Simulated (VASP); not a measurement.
Here is a VASP 6.6.1 calculation.

File INCAR:

```
  ALGO = Normal
  EDIFF = 1E-6
  ENCUT = 400
  GGA = PS
  GGA_COMPAT = F
  ISIF = 2
  ISMEAR = 0
  IVDW = 12
  LASPH = T
  LCHARG = T
  LELF = T
  LREAL = F
  LVHAR = T
  LWAVE = F
  NBANDS = 50
  NELM = 120
  PREC = Accurate
  SIGMA = 0.05
```

The input KPOINTS:

```
k-points
0
Gamma
  9 9 2
```

Contents of POSCAR:

```
Te6Mo3H
1.0
    3.4334342720      0.0000000000      0.0000000000
   -1.7167171360      2.9734413017      0.0000000000
    0.0000000000      0.0000000000     20.7704294686
Te Mo H
6 3 1
Direct
    0.0000000000      0.0000000000      0.9125759363
    0.3333333333      0.6666666667      0.5917818730
    0.3333333333      0.6666666667      0.2333053354
    0.3333333333      0.6666666667      0.7666946646
    0.3333333333      0.6666666667      0.4082181270
    0.0000000000      0.0000000000      0.0874240637
    0.0000000000      0.0000000000      0.6791511892
    0.0000000000      0.0000000000      0.3208488108
    0.3333333333      0.6666666667      0.0000000000
   -0.2189764967     -0.5261549150      0.6690103014
```

Potentials or basis: VASP PAW PBE potentials, release 64 (Te, Mo_sv, H).

The run is started by

```bash
$ cat potpaw_PBE.64/Te/POTCAR potpaw_PBE.64/Mo_sv/POTCAR potpaw_PBE.64/H/POTCAR > POTCAR
$ mpirun -np 1 vasp_std > vasp.out
```

Question: What does it give for the largest force?

Answer: 2.334 eV/Å.

Question: Predict the pressure.

Answer: 2.9 GPa.

Stress tensor (GPa, compression positive):
```
 1.44 -0.23 -0.15
-0.23  4.04  0.08
-0.15  0.08  3.14
```

Caveat: the PAW data sets were made with another functional, which shifts forces and pressure a little.
